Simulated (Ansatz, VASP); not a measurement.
Two plane-wave programs on W3C

The input INCAR:

```
PREC     = Accurate       # precision mode
ENCUT    = 520            # plane-wave cutoff, eV
EDIFF    = 1E-6           # SCF threshold, eV
ISMEAR   = 0              # smearing method
SIGMA    = 0.1            # smearing width, eV
LREAL    = F              # projectors in reciprocal space
LASPH    = T              # aspherical terms in the spheres
NELM     = 80             # most SCF steps
ALGO     = Normal         # electronic algorithm
ISIF     = 2              # what is computed and relaxed
LWAVE    = F              # write WAVECAR
LCHARG   = F              # write CHGCAR
LDIPOL   = T            
IDIPOL   = 3            
DIPOL    = 0.5 0.5 0.344
GGA      = PE             # functional
NBANDS   = 31             # bands
```

Contents of KPOINTS:

```
regular mesh
0
Gamma
  9 9 1
```

POSCAR

```
W3C
1.0
    2.8545944806      0.0000000000      0.0000000000
   -1.4272972403      2.4721513377      0.0000000000
    0.0000000000      0.0000000000     21.6971108210
W C
3 1
Direct
    0.6666666667      0.3333333333      0.1843563428
    0.3333333333      0.6666666667      0.2926027619
    0.0000000000      0.0000000000      0.4008418859
    0.7777777778     -0.7777777778      0.4980898568
```

Input for Ansatz:

```yaml
crystal:
  lattice:
    - [2.8545944806, 0.0, 0.0]
    - [-1.4272972403, 2.4721513377, 0.0]
    - [0.0, 0.0, 21.697110821]
  atoms:
    - { symbol: W, position: [0.6666666667, 0.3333333333, 0.1843563428] }
    - { symbol: W, position: [0.3333333333, 0.6666666667, 0.2926027619] }
    - { symbol: W, position: [0.0, 0.0, 0.4008418859] }
    - { symbol: C, position: [0.7777777778, -0.7777777778, 0.4980898568] }
basis:
  ecutwfc: 420
kpoints:
  mp_grid: { grid: [9, 9, 1] }
hamiltonian:
  xc: pbe
scf:
  occupations: { method: gaussian, width: 0.1 }
output:
  forces: true
  eigenvalues: true
efield:
  axis: 3
  dipole_correction: true
  ramp_width: 0.04
```

Alike in both runs: task single point; functional PBE; k mesh 9 × 9 × 1; occupations gaussian, width 0.1 eV; no spin polarisation.

```csv
,VASP,Ansatz
version,VASP 6.6.1,Ansatz 0.2.0
potentials or method,"VASP PAW PBE potentials, release 64 (W_sv, C), cutoff 520 eV","scalar-relativistic, plane waves, PAW"
valence electrons in the cell,46,46
```

```csv
,VASP,Ansatz,Ansatz less VASP
gap on the k mesh at the Fermi level (eV),none,none,-
rms of the force components (eV/Å),1.318,1.319,+0.0011
```

Atom by atom the forces differ by 0.010 eV/Å (rms over components). A gap of «none» marks a metal or a gap that the smearing closes. With one functional, cell and mesh, what is left measures potentials, basis and numerics.

Spin-orbit coupling is off throughout.
